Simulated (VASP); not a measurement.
## Ir: single point with PBEsol

Crystal: Ir.

```
CELL_PARAMETERS angstrom
0.00000 1.91540 1.91540
1.91540 0.00000 1.91540
1.91540 1.91540 0.00000
ATOMIC_POSITIONS crystal
Ir 0.00000 0.00000 0.00000
```

```
Program                : VASP 6.6.1
Task                   : single point
Functional             : PBEsol
Potentials or basis    : VASP PAW PBE potentials, release 64 (Ir)
Cutoff                 : 520 eV
k mesh                 : 20 × 20 × 20
Occupations            : fermi-dirac, width 0.1 eV
Spin                   : no spin polarisation
Dipole correction      : no
Further INCAR settings : ALGO = Normal; EDIFF = 1e-07; NBANDS = 10
```

* Pressure: 1.0 GPa

Levels at points of the mesh, in eV from the Fermi level:
```
           k point  band 1  band 2  band 3  band 4  band 5  band 6  band 7  band 8  band 9
(0.00, 0.00, 0.00)  -11.22   -3.91   -3.91   -3.91   -1.16   -1.16   14.34   19.96   19.96
(0.50, 0.00, 0.00)   -8.18   -4.01   -4.01   -0.80    0.95    0.95    7.33   13.87   19.86
(0.50, 0.50, 0.00)   -7.98   -7.40    0.93    1.53    1.53    1.68   10.59   11.73   11.73
```

It took 27 s on 1 thread of Intel(R) Xeon(R) Platinum 8488C (Sapphire Rapids), on a shared host, peak memory 0.15 GiB.

Caveat: the PAW data sets were made with another functional, which shifts forces and pressure a little; spin-orbit coupling is left out, which moves the levels of the heavy elements.
